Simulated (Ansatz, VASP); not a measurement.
# Rh: VASP beside Ansatz

Contents of INCAR:

```
  PREC = Accurate
  ENCUT = 520
  EDIFF = 1E-6
  ISMEAR = 0
  SIGMA = 0.15
  LREAL = False
  LASPH = True
  NELM = 60
  ALGO = Fast
  ISIF = 2
  LWAVE = False
  LCHARG = True
  GGA = CA
  LELF = True
  LVHAR = True
  NBANDS = 38
```

The input KPOINTS:

```
Automatic mesh
0
Gamma
  18 18 6
```

POSCAR

```
Rh
1.0
    3.0957053776      0.0000000000      0.0000000000
   -1.5478526888      2.1746838860      0.0000000000
    0.0000000000      0.0000000000      7.7135244811
Rh
4
Direct
    0.0000000000      0.0000000000      0.0000000000
    0.3333333333      0.6666666667      0.2500000000
    0.0000000000      0.0000000000      0.5000000000
    0.6666666667      0.3333333333      0.7500000000
```

Input for Ansatz:

```yaml
crystal:
  lattice:
    - [3.0957053776, 0.0, 0.0]
    - [-1.5478526888, 2.174683886, 0.0]
    - [0.0, 0.0, 7.7135244811]
  atoms:
    - { symbol: Rh, position: [0.0, 0.0, 0.0] }
    - { symbol: Rh, position: [0.3333333333, 0.6666666667, 0.25] }
    - { symbol: Rh, position: [0.0, 0.0, 0.5] }
    - { symbol: Rh, position: [0.6666666667, 0.3333333333, 0.75] }
basis:
  ecutwfc: 420
kpoints:
  mp_grid: { grid: [18, 18, 6] }
hamiltonian:
  xc: lda
  pseudopotentials: { kind: paw, azcp: { folder: soft_1 } }
scf:
  occupations: { method: gaussian, width: 0.15 }
output:
  forces: true
  stress: true
  eigenvalues: true
```

Change from the starting cell: strain +e along x and -e along y +0.1100, strain +e along z and -e/2 along x and y -0.1100.

Alike in both runs: task single point; functional LDA; k mesh 18 × 18 × 6; occupations gaussian, width 0.15 eV; no spin polarisation.

```csv
,VASP,Ansatz
version,VASP 6.6.1,Ansatz 0.2.0
potentials or method,"VASP PAW LDA potentials, release 64 (Rh_pv), cutoff 520 eV","scalar-relativistic, plane waves, PAW"
valence electrons in the cell,60,68
```

|  | VASP | Ansatz | Ansatz less VASP |
| --- | --- | --- | --- |
| gap on the k mesh at the Fermi level (eV) | none | none | - |
| pressure (GPa) | 22.4 | 21.2 | -1.13 |
| traceless stress, the component that is largest in VASP (GPa) | 25.87 | 25.65 | -0.216 |
| rms of the force components (eV/Å) | 0.684 | 0.674 | -0.0101 |

Ansatz warns that its potentials were made for another functional, while VASP's fit it. LDA's correlation is that of Perdew and Zunger in VASP and of Perdew and Wang (1992) in Ansatz. Atom by atom the forces differ by 0.010 eV/Å (rms over components). A gap of «none» marks a metal or a gap that the smearing closes. VASP's potentials hold 60 valence electrons a cell and Ansatz's 68, so a difference there can come from the potentials and not from the codes.
